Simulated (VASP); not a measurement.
A run of VASP 6.6.1 is set up as follows.

INCAR

```
PREC = Accurate
ENCUT = 500
EDIFF = 1E-7
ISMEAR = 0
SIGMA = 0.1
LREAL = False
LASPH = True
NELM = 120
ALGO = Normal
ISIF = 3
LWAVE = False
LCHARG = False
GGA = PE
IBRION = 2
NSW = 80
EDIFFG = -0.05
GGA_COMPAT = False
NELMIN = 4
```

Contents of KPOINTS:

```
Automatic mesh
0
Gamma
  8 8 8
```

The input POSCAR:

```
Na
1.0
    0.0000000000      2.2762699761      2.2762699761
    2.2762699761      0.0000000000      2.2762699761
    2.2762699761      2.2762699761      0.0000000000
Na
1
Direct
    0.0000000000      0.0000000000      0.0000000000
```

Potentials or basis: VASP PAW PBE potentials, release 64 (Na_pv).

The run is started by

```bash
$ cat potpaw_PBE.64/Na_pv/POTCAR > POTCAR
$ mpirun -np 1 vasp_std > vasp.out
```

(1) What does it give for the relaxed cell?

(2) Predict the relaxed volume.

(3) Predict the space group after relaxing (to 0.1 Å).

Answers

(1) a = 3.688 Å, b = 3.688 Å, c = 3.688 Å, α = 60.00°, β = 60.00°, γ = 60.00°.

(2) 35.47 Å³/atom.

(3) Fm-3m (No. 225).

Caveat: the volume moved by over 15 % at a fixed basis, so the end points are rough.
